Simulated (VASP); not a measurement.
CrCoC6N6: single point with PBE

CrCoC6N6:

```
Cr Co C N
1.0
     0.00000    5.07435    5.07435
     5.07435    0.00000    5.07435
     5.07435    5.07435    0.00000
Cr Co C N
1 1 6 6
Direct
  0.00000 0.00000 0.00000
  0.50000 0.50000 0.50000
  0.79914 0.20086 0.20086
  0.20086 0.79914 0.20086
  0.20086 0.20086 0.79914
  0.20086 0.79914 0.79914
  0.79914 0.20086 0.79914
  0.79914 0.79914 0.20086
  0.68446 0.31554 0.31554
  0.31554 0.68446 0.31554
  0.31554 0.31554 0.68446
  0.31554 0.68446 0.68446
  0.68446 0.31554 0.68446
  0.68446 0.68446 0.31554
```

| Item | Value |
| --- | --- |
| Program | VASP 6.6.1 |
| Task | single point |
| Functional | PBE |
| Potentials or basis | VASP PAW PBE potentials, release 64 (Cr_pv, Co, C, N) |
| Cutoff | 600 eV |
| k mesh | 6 × 6 × 6 |
| Occupations | gaussian, width 0.02 eV |
| Spin | collinear spin, ferromagnetic start |
| Starting moments | [2.33, 0.0, 0.0, 0.0, 0.0, 0.0, 0.0, 0.0, 0.0, 0.0, 0.0, 0.0, 0.0, 0.0] μB |

```yaml
Pressure: 0.3 GPa
Largest_force: 0.396 eV/Å
Band_gap_on_the_k_mesh: 1.85 eV
Net_moment: 3.00 μB per cell
Site_moments: Cr +2.55; Co +0.04; C -0.05; N +0.07 μB
Valence_electrons_inside_the_program's_atomic_spheres: Cr 10.89; Co 8.61; C 2.58; N 3.90
```

Forces on the atoms (eV/Å):
```
Cr   0.000  0.000  0.000
Co   0.000  0.000  0.000
C   -0.372  0.000  0.000
C    0.000 -0.372  0.000
C    0.000  0.000 -0.372
C    0.372  0.000  0.000
C    0.000  0.372  0.000
C    0.000  0.000  0.372
N    0.396  0.000  0.000
N    0.000  0.396  0.000
N    0.000  0.000  0.396
N   -0.396  0.000  0.000
N    0.000 -0.396  0.000
N    0.000  0.000 -0.396
```

Levels at points of the mesh, in eV from the valence-band top:
Spin up:
| k point | band 35 | band 36 | band 37 | band 38 | band 39 | band 40 | band 41 | band 42 | band 43 | band 44 |
| --- | --- | --- | --- | --- | --- | --- | --- | --- | --- | --- |
| (0.00, 0.00, 0.00) | -1.56 | -1.56 | 0.00 | 0.00 | 0.00 | 1.85 | 1.85 | 4.46 | 4.46 | 5.21 |
| (0.50, 0.00, 0.00) | -0.84 | -0.79 | -0.28 | -0.25 | -0.25 | 2.11 | 2.11 | 4.27 | 4.27 | 5.24 |
| (0.50, 0.50, 0.00) | -0.73 | -0.73 | -0.06 | -0.06 | 0.00 | 1.85 | 2.00 | 4.22 | 4.50 | 5.20 |
Spin down:
| k point | band 33 | band 34 | band 35 | band 36 | band 37 | band 38 | band 39 | band 40 |
| --- | --- | --- | --- | --- | --- | --- | --- | --- |
| (0.00, 0.00, 0.00) | -1.82 | -1.19 | -1.19 | -1.19 | 1.96 | 1.96 | 1.96 | 1.99 |
| (0.50, 0.00, 0.00) | -1.83 | -0.78 | -0.78 | -0.74 | 1.89 | 1.96 | 1.96 | 2.17 |
| (0.50, 0.50, 0.00) | -1.59 | -1.20 | -0.66 | -0.66 | 1.97 | 1.99 | 2.07 | 2.20 |

It took 14 min on 1 thread of Intel(R) Xeon(R) 6975P-C (Granite Rapids), with other jobs on the host, peak memory 0.95 GiB.

A k mesh can miss the band edges.
